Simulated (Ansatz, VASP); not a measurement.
## Two plane-wave programs on AlN

INCAR

```
SYSTEM = AlN
  ALGO = Normal
  EDIFF = 1E-7
  EDIFFG = -0.01
  ENCUT = 600
  GGA = PE
  GGA_COMPAT = .FALSE.
  IBRION = 2
  ISIF = 3
  ISMEAR = 0
  LASPH = .TRUE.
  LCHARG = .FALSE.
  LREAL = .FALSE.
  LWAVE = .FALSE.
  NELM = 120
  NELMIN = 4
  NSW = 80
  PREC = Accurate
  SIGMA = 0.02
```

The input KPOINTS:

```
k-points
0
G
  12 12 6
  0 0 0
```

Contents of POSCAR:

```
AlN
1.0
    3.1334680022      0.0000000000      0.0000000000
   -1.5667340011      2.7136628919      0.0000000000
    0.0000000000      0.0000000000      5.0180377831
Al N
2 2
Direct
    0.3333333333      0.6666666667     -0.0035481154
    0.6666666667      0.3333333333      0.4964518846
    0.3333333333      0.6666666667      0.3785481154
    0.6666666667      0.3333333333      0.8785481154
```

Input for Ansatz:

```yaml
crystal:
  lattice:
    - [3.1334680022, 0.0, 0.0]
    - [-1.5667340011, 2.7136628919, 0.0]
    - [0.0, 0.0, 5.0180377831]
  atoms:
    - { symbol: Al, position: [0.3333333333, 0.6666666667, -0.0035481154] }
    - { symbol: Al, position: [0.6666666667, 0.3333333333, 0.4964518846] }
    - { symbol: "N", position: [0.3333333333, 0.6666666667, 0.3785481154] }
    - { symbol: "N", position: [0.6666666667, 0.3333333333, 0.8785481154] }
basis:
  ecutwfc: 420
kpoints:
  mp_grid: { grid: [12, 12, 6] }
hamiltonian:
  xc: pbe
scf:
  occupations: { method: gaussian, width: 0.02 }
output:
  forces: true
  stress: true
  eigenvalues: true
relax:
  adjacent_minimum: "off"
  f_tol: 0.01
  max_steps: 60
  cell: { stress_tol: 0.1 }
```

Alike in both runs: task relaxation of cell and atoms; functional PBE; k mesh 12 × 12 × 6; occupations gaussian, width 0.02 eV; no spin polarisation.

|  | VASP | Ansatz |
| --- | --- | --- |
| version | VASP 6.6.1 | Ansatz 0.2.0 |
| potentials or method | VASP PAW PBE potentials, release 64 (Al, N), cutoff 600 eV | scalar-relativistic, plane waves, PAW |
| valence electrons in the cell | 16 | 16 |

```csv
,VASP,Ansatz,Ansatz less VASP
"gap on the k mesh at the Fermi level, each at its own relaxed structure (eV)",4.06,4.03,-0.024
relaxed volume (Å³/atom),10.62,10.65,+0.024
relaxed cell length with the largest relative difference (Å),5.012,5.018,+0.0063
```
